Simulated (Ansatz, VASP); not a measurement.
Two plane-wave programs on KCa2Se6

```
K Ca Se
1.0
     8.61992    0.00000    0.00000
    -4.30996    7.46507    0.00000
     0.00000    0.00000    5.03869
K Ca Se
1 2 6
Cartesian
  0.0000 0.0000 0.0000
  0.0000 4.9767 2.5193
  4.3100 2.4884 2.5193
  -2.4156 4.1840 3.9440
  -1.8943 3.2811 1.0947
  1.8943 3.2811 3.9440
  2.4156 4.1840 1.0947
  3.7887 0.0000 1.0947
  4.8313 0.0000 3.9440
```

Change from the starting cell: species swapped into the Ba2CaI6 type (P-31m, No. 162).

Alike in both runs: functional PBE; k mesh 3 × 3 × 4; occupations gaussian, width 0.1 eV; no spin polarisation.

Ansatz relaxed the structure, and its values are those at the end. VASP's run is a single point on that final structure, the one shown.

|  | VASP | Ansatz |
| --- | --- | --- |
| version | VASP 6.6.1 | Ansatz 0.2.0 |
| potentials or method | VASP PAW PBE potentials, release 64 (K_sv, Ca_sv, Se), cutoff 520 eV | scalar-relativistic, plane waves, PAW |
| valence electrons in the cell | 65 | 125 |

Ansatz gave:

| Property | Result |
| --- | --- |
| gap on the k mesh at the Fermi level (eV) | none |
| pressure (GPa) | 0.1 |
| rms of the force components (eV/Å) | 0.015 |

Problem. Which values does VASP return?

Solution. gap on the k mesh at the Fermi level (eV): none; pressure (GPa): 0.2; rms of the force components (eV/Å): 0.020.

A gap of «none» marks a metal or a gap that the smearing closes. VASP's potentials hold 65 valence electrons a cell and Ansatz's 125, so a difference there can come from the potentials and not from the codes.
